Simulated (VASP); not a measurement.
# N2 in VASP: single point with PBEsol

Aim: the single point of N2 with PBEsol.

All numbers are computed with VASP 6.6.1; they aren't measurements. Logs are shortened: lines on timing, memory, paths and dates and some standing lists are left out, and cuts for length are marked.

**1. The cell of the first run**

The cell holds a molecule in a box, 2 atoms: a = 9.000 Å, b = 9.500 Å, c = 10.000 Å, α = 90.00°, β = 90.00°, γ = 90.00°.

**2. Single point, PBEsol**

Contents of INCAR:

```
PREC = Accurate ; ENCUT = 520
EDIFF = 1E-6 ; ISMEAR = 1
SIGMA = 0.02 ; LREAL = False
LASPH = True ; NELM = 120
ALGO = Normal ; ISIF = 2
LWAVE = False ; LCHARG = False
GGA = PS ; NBANDS = 12
GGA_COMPAT = False ; NELMDL = -8
```

Contents of KPOINTS:

```
regular mesh
0
Gamma
  1 1 1
```

Contents of POSCAR:

```
N
1.0
    9.0000000000      0.0000000000      0.0000000000
    0.0000000000      9.5000000000      0.0000000000
    0.0000000000      0.0000000000     10.0000000000
N
2
Direct
    0.5000000000      0.5000000000      0.4449994801
    0.5000000000      0.5000000000      0.5550005199
```

Potentials or basis: VASP PAW PBE potentials, release 64 (N).

Started as:

```
> cat potpaw_PBE.64/N/POTCAR > POTCAR
> mpirun -np 1 vasp_gam > vasp.out
```

OUTCAR:

```text
PREC = Accurate
   ENCUT = 520
   EDIFF = 1E-6
   ISMEAR = 1
   LREAL = False
   LASPH = True
   NELM = 120
   ISIF = 2
   GGA = PS
   NELMDL = -8

 ion  position               nearest neighbor table
   1  0.500  0.500  0.445-   2 1.10
   2  0.500  0.500  0.555-   1 1.10

  LATTYP: Found a simple orthorhombic cell.
 ALAT       =     9.0000000000
 B/A-ratio  =     1.0555555556
 C/A-ratio  =     1.1111111111

  Lattice vectors:

 A1 = (   9.0000000000,   0.0000000000,   0.0000000000)
 A2 = (   0.0000000000,   9.5000000000,   0.0000000000)
 A3 = (   0.0000000000,   0.0000000000,  10.0000000000)

Analysis of symmetry for initial positions (statically):
=====================================================================
 Subroutine PRICEL returns:
 Original cell was already a primitive cell.

 Routine SETGRP: Setting up the symmetry group for a
 simple orthorhombic supercell.

 Subroutine GETGRP returns: Found  8 space group operations
 (whereof  8 operations were pure point group operations)
 out of a pool of  8 trial point group operations.

The static configuration has the point symmetry D_2h.

Analysis of symmetry for dynamics (positions and initial velocities):
=====================================================================
 Subroutine PRICEL returns:
 Original cell was already a primitive cell.

 Routine SETGRP: Setting up the symmetry group for a
 simple orthorhombic supercell.

 Subroutine GETGRP returns: Found  8 space group operations
 (whereof  8 operations were pure point group operations)
 out of a pool of  8 trial point group operations.

The dynamic configuration has the point symmetry D_2h.

 Subroutine INISYM returns: Found  8 space group operations
 (whereof  8 operations are pure point group operations),
 and found     1 'primitive' translations

----------------------------------------------------------------------------------------

                                     Primitive cell

  volume of cell :     855.0000

  direct lattice vectors                    reciprocal lattice vectors
     9.000000000  0.000000000  0.000000000     0.111111111  0.000000000  0.000000000
     0.000000000  9.500000000  0.000000000     0.000000000  0.105263158  0.000000000
     0.000000000  0.000000000 10.000000000     0.000000000  0.000000000  0.100000000

  length of vectors
     9.000000000  9.500000000 10.000000000     0.111111111  0.105263158  0.100000000

  position of ions in fractional coordinates (direct lattice)
     0.500000000  0.500000000  0.444999480
     0.500000000  0.500000000  0.555000520

  ion indices of the primitive-cell ions
   primitive index   ion index
                 1           1
                 2           2

----------------------------------------------------------------------------------------

 KPOINTS: regular mesh

Automatic generation of k-mesh.
 Grid dimensions read from file:
 generate k-points for:    1    1    1

 Generating k-lattice:

  Cartesian coordinates                     Fractional coordinates (reciprocal lattice)
     0.111111111  0.000000000  0.000000000     1.000000000  0.000000000  0.000000000
     0.000000000  0.105263158  0.000000000     0.000000000  1.000000000  0.000000000
     0.000000000  0.000000000  0.100000000     0.000000000  0.000000000  1.000000000

  Length of vectors
     0.111111111  0.105263158  0.100000000

  Shift w.r.t. Gamma in fractional coordinates (k-lattice)
     0.000000000  0.000000000  0.000000000

 Subroutine IBZKPT returns following result:
 ===========================================

 Found      1 irreducible k-points:

 Following reciprocal coordinates:
            Coordinates               Weight
  0.000000  0.000000  0.000000      1.000000
   k-points           NKPTS =      1   k-points in BZ     NKDIM =      1   number of bands    NBANDS=     12
   number of dos      NEDOS =    301   number of ions     NIONS =      2
   total plane-waves  NPLWV = 403200
   dimension x,y,z NGX =    70 NGY =   72 NGZ =   80
   dimension x,y,z NGXF=   140 NGYF=  144 NGZF=  160
   ions per type =               2
   NGX,Y,Z   is equivalent  to a cutoff of  12.93, 12.60, 13.30 a.u.
   NGXF,Y,Z  is equivalent  to a cutoff of  25.86, 25.20, 26.60 a.u.
 SYSTEM =  unknown system
   PREC   = accura    normal or accurate (medium, high low for compatibility)
   ISTART =      0    job   : 0-new  1-cont  2-samecut
   ICHARG =      2    charge: 1-file 2-atom 10-const
   ISPIN  =      1    spin polarized calculation?
   LNONCOLLINEAR =      F non collinear calculations
   LSORBIT =      F    spin-orbit coupling
   LASPH  =      T    aspherical Exc in radial PAW
   ENCUT  =  520.0 eV  38.22 Ry    6.18 a.u.  16.73 17.66 18.59*2*pi/ulx,y,z
   NELM   =    120;   NELMIN=  2; NELMDL= -8     # of ELM steps
   EDIFF  = 0.1E-05   stopping-criterion for ELM
   LREAL  =      F    real-space projection
   EDIFFG = 0.1E-04   stopping-criterion for IOM
   NSW    =      0    number of steps for IOM
   IBRION =     -1    ionic relax: 0-MD 1-quasi-New 2-CG
   NFREE  =      0    steps in history (QN), initial steepest desc. (CG)
   ISIF   =      2    stress and relaxation
   ISYM   =      2    0-nonsym 1-usesym 2-fastsym
   POTIM  = 0.5000    time-step for ionic-motion
   TEBEG  =    0.0;   TEEND  =   0.0 temperature during run
   PSTRESS=    0.0 pullay stress
   NELECT =      10.0000    total number of electrons
   NUPDOWN=      -1.0000    fix difference up-down
   EMIN   =  10.00;   EMAX   =-10.00  energy-range for DOS
   EFERMI =   0.00;   METHOD = LEGACY
   ISMEAR =     1;   SIGMA  =   0.02  broadening in eV -4-tet -1-fermi 0-gaus
   EFERMI_NEDOS =   21; number of points for ismear=-14 and -15
   IALGO  =     38    algorithm
   IMIX   =      4    mixing-type and parameters
     AMIX     =   0.40;   BMIX     =  1.00
     AMIX_MAG =   1.60;   BMIX_MAG =  1.00
  volume/ion in A,a.u.               =     427.50      2884.91
  Fermi-wavevector in a.u.,A,eV,Ry     =   0.371609  0.702239  1.878872  0.138093
  Thomas-Fermi vector in A             =   1.299861
   LORBIT       =      0    0 simple, 1 ext, 2 COOP (PROOUT), +10 PAW based schemes
   GGA     = PS    functional components
   LHFCALC =     F    Hartree Fock is set to
   AEXX    =    0.0000 exact exchange contribution
   IVDW    =     0    specifies the selected vdW correction
   LEPSILON=     F    determine dielectric tensor
   LRPA    =     F    only Hartree local field effects (RPA)
 non-spin polarized calculation
 Methfessel and Paxton  Order N= 1 SIGMA  =   0.02
  energy-cutoff  :      520.00
  volume of cell :      855.00
 maximum number of plane-waves:     11510
 NGX is ok and might be reduce to    70
   NGX = 33   NGY = 35   NGZ = 37

 number of electron      10.0000000 magnetization

 Free energy of the ion-electron system (eV)
  ---------------------------------------------------
  ext. energy  EPLUGINS =         0.00000000
  ---------------------------------------------------
  free energy    TOTEN  =       -17.04951315 eV

  energy without entropy =      -17.05067273  energy(sigma->0) =      -17.04989968

 E-fermi :  -9.9717     XC(G=0):  -0.6709

 val. band max:       -9.9885030773   @ k =   0.0000   0.0000   0.0000
 cond. band min:      -1.8008123656   @ k =   0.0000   0.0000   0.0000
 fundamental gap:      8.1876907117
 Fermi energy:        -9.9716654330

 k-point     1 :       0.0000    0.0000    0.0000
  band No.  band energies     occupation
      1     -28.1724      2.00000
      2     -13.1923      2.00000
      3     -11.4960      2.00000
      4     -11.4960      2.00000
      5      -9.9885      2.00000
      6      -1.8008      0.00000
      7      -1.8004      0.00000
      8      -0.1609      0.00000
      9       1.2333      0.00000
     10       1.3079      0.00000
     11       1.3145      0.00000
     12       1.5558      0.00000

------------------------ aborting loop because EDIFF is reached ----------------------------------------

  FORCE on cell =-STRESS in cart. coord.  units (eV):
  Direction    XX          YY          ZZ          XY          YZ          ZX
  --------------------------------------------------------------------------------------
  -------------------------------------------------------------------------------------
  Total       -0.0588462     -0.0570966      1.9565758     -0.0000000      0.0000000      0.0000000
  in kB       -0.1102715     -0.1069928      3.6664110     -0.0000000      0.0000000      0.0000000
  external PRESSURE =       1.1497156 kB  Pullay stress =       0.0000000 kB

 VOLUME and BASIS-vectors are now :
 -----------------------------------------------------------------------------
  energy-cutoff  :      520.00
  volume of cell :      855.00
      direct lattice vectors                 reciprocal lattice vectors
     9.000000000  0.000000000  0.000000000     0.111111111  0.000000000  0.000000000
     0.000000000  9.500000000  0.000000000     0.000000000  0.105263158  0.000000000
     0.000000000  0.000000000 10.000000000     0.000000000  0.000000000  0.100000000

 POSITION                                       TOTAL-FORCE (eV/Angst)
 -----------------------------------------------------------------------------------
      4.50000      4.75000      4.44999         0.000000      0.000000     -1.862038
      4.50000      4.75000      5.55001         0.000000      0.000000      1.862038
 -----------------------------------------------------------------------------------
    total drift:                                0.000000      0.000000      0.000000

  FREE ENERGIE OF THE ION-ELECTRON SYSTEM (eV)
  ---------------------------------------------------
  free  energy   TOTEN  =       -17.0495131512 eV

  energy  without entropy=      -17.0506727322  energy(sigma->0) =      -17.04989968
```

Wall time 59 s (1 thread of AMD EPYC 7R13, shared host); peak memory 0.72 GiB.

What came out:

- Free energy: -17.0495 eV
- Largest force: 1.862 eV/Å
- Gap between the frontier levels: 8.19 eV

Forces on the atoms (eV/Å):
```
N    0.000  0.000 -1.862
N    0.000  0.000  1.862
```

Levels at points of the mesh, in eV from the valence-band top:
```tsv
k point	band 1	band 2	band 3	band 4	band 5	band 6	band 7	band 8	band 9	band 10
(0.00, 0.00, 0.00)	-18.18	-3.20	-1.51	-1.51	0.00	8.19	8.19	9.83	11.22	11.30
```

Caveat: the standard files for N, O and F lose accuracy on very short bonds; the PAW data sets were made with another functional, which shifts forces and pressure a little.
